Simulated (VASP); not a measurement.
Input of a VASP 6.6.1 run:

The input POSCAR:

```
Ca3CdF8
1.0
    3.8394895840     -5.4268061171      0.0000000000
    3.8394895840      5.4268061171      0.0000000000
    0.0000000000      0.0000000000      3.8351427833
Ca F Cd
3 8 1
Direct
    0.0000000000      0.5000000000      0.0000000000
    0.5000000000      0.5000000000      0.5000000000
    0.5000000000      0.0000000000      0.0000000000
    0.3738459558      0.1242917425      0.5000000000
    0.1242917425      0.3738459558      0.5000000000
    0.8756615817      0.1243384183      0.0000000000
    0.6253653429      0.3746346571      0.0000000000
    0.3746346571      0.6253653429      0.0000000000
    0.1243384183      0.8756615817      0.0000000000
    0.8757082575      0.6261540442      0.5000000000
    0.6261540442      0.8757082575      0.5000000000
    0.0000000000      0.0000000000      0.5000000000
```

The input INCAR.step1:

```
SYSTEM = Ca3CdF8
PREC = Accurate ; ENCUT = 520
EDIFF = 1E-5 ; ISMEAR = 0
SIGMA = 0.01 ; LREAL = .False.
LASPH = .True. ; NELM = 80
ALGO = Normal ; ISIF = 2
LWAVE = .True. ; LCHARG = .False.
NBANDS = 61 ; GGA = PE
KPAR = 4
```

File INCAR.step2:

```
SYSTEM = Ca3CdF8
PREC = Accurate ; ENCUT = 520
EDIFF = 1E-6 ; ISMEAR = 0
SIGMA = 0.01 ; LREAL = .False.
LASPH = .True. ; NELM = 80
ALGO = Normal ; ISIF = 2
LWAVE = .False. ; LCHARG = .False.
GGA = PE ; LHFCALC = .True.
AEXX = 0.25 ; PRECFOCK = Fast
NBANDS = 61 ; ISTART = 1
KPAR = 4
```

Contents of KPOINTS:

```
regular mesh
0
Gamma
  2 2 4
  0 0 0
```

Potentials or basis: VASP PAW PBE potentials, release 64 (Ca_sv, F, Cd).

Command:

```sh
$ cat potpaw_PBE.64/Ca_sv/POTCAR potpaw_PBE.64/F/POTCAR potpaw_PBE.64/Cd/POTCAR > POTCAR
$ cp INCAR.step1 INCAR
$ mpirun -np 4 vasp_std > vasp.out
$ cp INCAR.step2 INCAR
$ mpirun -np 4 vasp_std > vasp.out
```

Task: What does it give for the band gap on the k mesh?

Result: 8.19 eV (least direct gap 8.26 eV).

Task: Predict the largest force.

Result: 0.026 eV/Å.

Task: What does it give for the pressure?

Result: 1.7 GPa.

Forces in eV/Å, atoms in the order of the input:
```
Ca   0.000  0.000  0.000
Ca   0.000  0.000  0.000
Ca   0.000  0.000  0.000
F    0.020 -0.013  0.000
F    0.020  0.013  0.000
F    0.000  0.026  0.000
F    0.000  0.001  0.000
F    0.000 -0.001  0.000
F    0.000 -0.026  0.000
F   -0.020 -0.013  0.000
F   -0.020  0.013  0.000
Cd   0.000  0.000  0.000
```

Caveat: the k points lie up to 0.50 Å⁻¹ apart; the PAW data sets were made with another functional, which shifts forces and pressure a little. A k mesh can miss the band edges.
